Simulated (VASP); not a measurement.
Crystal: CdH2O2.

```
CELL_PARAMETERS angstrom
3.46801 0.00000 0.00000
-1.73401 3.00339 0.00000
0.00000 0.00000 4.58023
ATOMIC_POSITIONS crystal
Cd 0.00000 0.00000 0.00000
H 0.66667 0.33333 0.55096
H 0.33333 0.66667 0.44904
O 0.66667 0.33333 0.75937
O 0.33333 0.66667 0.24063
```

Base run:

* Program: VASP 6.6.1
* Functional: PBEsol
* Potentials or basis: VASP PAW PBE potentials, release 64 (Cd_sv_GW, H, O)
* Cutoff: 600 eV
* k mesh: 6 × 6 × 4
* Occupations: gaussian, width 0.01 eV
* Spin: no spin polarisation

Its results: band gap on the k mesh 1.72 eV, indirect (least direct gap 2.08 eV); pressure 4.2 GPa; largest force 1.302 eV/Å.

Problem. The run is repeated on the same cell with these changes: potentials or basis from VASP PAW PBE potentials, release 64 (Cd_sv_GW, H, O) to VASP PAW PBE potentials, release 64 (Cd, H, O); cutoff from 600 eV to 520 eV; further incar settings from ALGO = Normal; EDIFF = 1e-06; NBANDS = 25 to ALGO = Normal; EDIFF = 1e-06; NBANDS = 21; valence electrons from 34 to 26. What comes out?

Solution. Band gap on the k mesh 1.71 eV, indirect (least direct gap 2.06 eV); pressure 5.5 GPa; largest force 1.306 eV/Å.

Caveats: the PAW data sets were made with another functional, which shifts forces and pressure a little.

A k mesh can miss the band edges.
